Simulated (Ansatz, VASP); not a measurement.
Ta2Sn in VASP and in Ansatz

INCAR

```
ALGO = Fast
EDIFF = 1E-6
EDIFFG = -0.01
ENCUT = 600
GGA = PE
IBRION = 2
ISIF = 3
ISMEAR = 0
LASPH = True
LCHARG = False
LREAL = False
LWAVE = False
NELM = 100
NSW = 100
PREC = Accurate
SIGMA = 0.1
```

File KPOINTS:

```
k-points
0
Gamma
  18 18 18
```

Contents of POSCAR:

```
Ta2Sn
1.0
   -1.7809742153      1.7809742153      4.5521233298
    1.7809742153     -1.7809742153      4.5521233298
    1.7809742153      1.7809742153     -4.5521233298
Ta Sn
2 1
Direct
    0.6730984040      0.6730984040      0.0000000000
    0.3269015960      0.3269015960      0.0000000000
    0.0000000000      0.0000000000      0.0000000000
```

Input for Ansatz:

```yaml
crystal:
  lattice:
    - [-1.7809742153, 1.7809742153, 4.5521233298]
    - [1.7809742153, -1.7809742153, 4.5521233298]
    - [1.7809742153, 1.7809742153, -4.5521233298]
  atoms:
    - { symbol: Ta, position: [0.673098404, 0.673098404, 0.0] }
    - { symbol: Ta, position: [0.326901596, 0.326901596, 0.0] }
    - { symbol: Sn, position: [0.0, 0.0, 0.0] }
basis:
  ecutwfc: 420
kpoints:
  mp_grid: { grid: [18, 18, 18] }
hamiltonian:
  xc: pbe
scf:
  occupations: { method: gaussian, width: 0.1 }
output:
  forces: true
  stress: true
  eigenvalues: true
relax:
  adjacent_minimum: "off"
  f_tol: 0.01
  max_steps: 80
  cell: { stress_tol: 0.05 }
```

Alike in both runs: task relaxation of cell and atoms; functional PBE; k mesh 18 × 18 × 18; occupations gaussian, width 0.1 eV; no spin polarisation.

```csv
,VASP,Ansatz
version,VASP 6.6.1,Ansatz 0.2.0
potentials or method,"VASP PAW PBE potentials, release 64 (Ta_pv, Sn_d), cutoff 600 eV","scalar-relativistic, plane waves, PAW"
valence electrons in the cell,36,40
```

VASP gave:

```
gap on the k mesh at the Fermi level, each at its own relaxed structure (eV) : none
relaxed volume (Å³/atom)                                                     : 19.30
relaxed length of the cell vector where the two differ most in proportion (Å)              : 5.221
```

**Question.** What did Ansatz give for the same quantities?

**Answer.** gap on the k mesh at the Fermi level, each at its own relaxed structure (eV): none; relaxed volume (Å³/atom): 19.29; relaxed length of the cell vector where the two differ most in proportion (Å): 5.219.

A gap of «none» marks a metal or a gap that the smearing closes. VASP's potentials hold 36 valence electrons a cell and Ansatz's 40, so a difference there can come from the potentials and not from the codes.

Neither program's run includes spin-orbit coupling.
